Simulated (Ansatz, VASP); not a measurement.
# TaRe3: VASP beside Ansatz

```
CELL_PARAMETERS angstrom
0.00000 3.75881 0.00000
3.75881 0.00000 0.00000
1.87941 1.87941 -4.17851
ATOMIC_POSITIONS crystal
Ta 0.50000 0.50000 0.00000
Re 0.00000 0.00000 0.00000
Re 0.75000 0.25000 0.50000
Re 0.25000 0.75000 0.50000
```

Alike in both runs: task single point; functional r2SCAN; k mesh 10 × 10 × 10; occupations gaussian, width 0.2623 eV; no spin polarisation.

|  | VASP | Ansatz |
| --- | --- | --- |
| version | VASP 6.6.1 | Ansatz 0.2.0 |
| potentials or method | VASP PAW PBE potentials, release 64 (Ta_pv, Re), cutoff 520 eV | PAW plane waves |
| valence electrons in the cell | 32 | 58 |

|  | VASP | Ansatz | Ansatz less VASP |
| --- | --- | --- | --- |
| pressure (GPa) | 21.5 | 20.7 | -0.82 |
| traceless stress, the component that is largest in VASP (GPa) | -9.07 | -9.13 | -0.061 |

VASP's potentials were made for PBE, not for r2SCAN. VASP's potentials hold 32 valence electrons a cell and Ansatz's 58, so a difference there can come from the potentials and not from the codes.

Spin-orbit coupling is off throughout.
